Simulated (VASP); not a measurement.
Set up this calculation in VASP 6.6.1, as the native input.

```
Task                   : single point
Functional             : PBE
Potentials or basis    : VASP PAW PBE potentials, release 64 (Ti_sv)
Cutoff                 : 520 eV
k mesh                 : 24 × 24 × 14
Occupations            : gaussian, width 0.15 eV
Spin                   : no spin polarisation
Dipole correction      : no
Further INCAR settings : ALGO = Fast; EDIFF = 1e-06; NBANDS = 19
```

The structure of Ti lies in POSCAR:

```
Ti
1.0
    3.0559963837      0.0000000000      0.0000000000
   -1.5279981918      2.6465705022      0.0000000000
    0.0000000000      0.0000000000      4.2785832934
Ti
2
Direct
    0.3333333333      0.6666666667      0.2500000000
    0.6666666667      0.3333333333      0.7500000000
```

This cell differs from its parent crystal: strain +0.040 along x and y, -0.080 along z.

These files were run (other wordings do the same):

INCAR

```
ALGO = Fast ; EDIFF = 1E-6
ENCUT = 520 ; GGA = PE
ISIF = 2 ; ISMEAR = 0
LASPH = T ; LCHARG = F
LREAL = F ; LWAVE = F
NBANDS = 19 ; NELM = 100
PREC = Accurate ; SIGMA = 0.15
```

KPOINTS

```
k-points
0
Gamma
  24 24 14
```

Potentials or basis: VASP PAW PBE potentials, release 64 (Ti_sv).

Command:

```bash
$ cat potpaw_PBE.64/Ti_sv/POTCAR > POTCAR
$ mpirun -np 1 vasp_std > vasp.out
```

Results of the run:

The pressure is 0.8 GPa. The band gap on the k mesh is zero (bands 12 and 13 overlap by 1.05 eV).

Caveat: the cell differs from its parent crystal (strain +0.040 along x and y, -0.080 along z).

Run time: 5.7 min on 1 thread of Intel(R) Xeon(R) 6975P-C (Granite Rapids) (shared host), peak memory 0.36 GiB.
